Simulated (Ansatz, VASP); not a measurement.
# C: VASP beside Ansatz

The input INCAR:

```
SYSTEM = C
PREC = Accurate
ENCUT = 520
EDIFF = 1E-7
ISMEAR = 0
SIGMA = 0.1
LREAL = .FALSE.
LASPH = .TRUE.
NELM = 100
ALGO = Normal
ISIF = 2
LWAVE = .FALSE.
LCHARG = .FALSE.
LDIPOL = .TRUE.
IDIPOL = 3
DIPOL = 0.5 0.5 0.500
NBANDS = 11
```

File KPOINTS:

```
Automatic mesh
0
G
  21 21 1
  0 0 0
```

The input POSCAR:

```
C
1.0
    2.2000000000      0.0000000000      0.0000000000
   -1.1000000000      1.9052558883      0.0000000000
    0.0000000000      0.0000000000     28.0000000000
C
2
Direct
    0.3333333333      0.6666666667      0.5051071429
    0.6666666667      0.3333333333      0.4948928571
```

Input for Ansatz:

```yaml
crystal:
  lattice:
    - [2.2, 0.0, 0.0]
    - [-1.1, 1.9052558883, 0.0]
    - [0.0, 0.0, 28.0]
  atoms:
    - { symbol: C, position: [0.3333333333, 0.6666666667, 0.5051071429] }
    - { symbol: C, position: [0.6666666667, 0.3333333333, 0.4948928571] }
  periodic: [true, true, false]
basis:
  ecutwfc: 420
kpoints:
  mp_grid: { grid: [21, 21, 1] }
hamiltonian:
  xc: lda
scf:
  occupations: { method: gaussian, width: 0.1 }
output:
  forces: true
  stress: true
  eigenvalues: true
```

Alike in both runs: task single point; functional LDA; k mesh 21 × 21 × 1; occupations gaussian, width 0.1 eV; no spin polarisation.

```csv
,VASP,Ansatz
version,VASP 6.6.1,Ansatz 0.2.0
potentials or method,"VASP PAW LDA potentials, release 64 (C), cutoff 520 eV","scalar-relativistic, plane waves, PAW"
valence electrons in the cell,8,8
```

```tsv
	VASP	Ansatz	Ansatz less VASP
gap on the k mesh at the Fermi level (eV)	none	none	-
rms of the force components (eV/Å)	2.357	2.370	+0.0126
```

LDA's correlation is that of Perdew and Zunger in VASP and of Perdew and Wang (1992) in Ansatz. Atom by atom the forces differ by 0.013 eV/Å (rms over components). A gap of «none» marks a metal or a gap that the smearing closes.
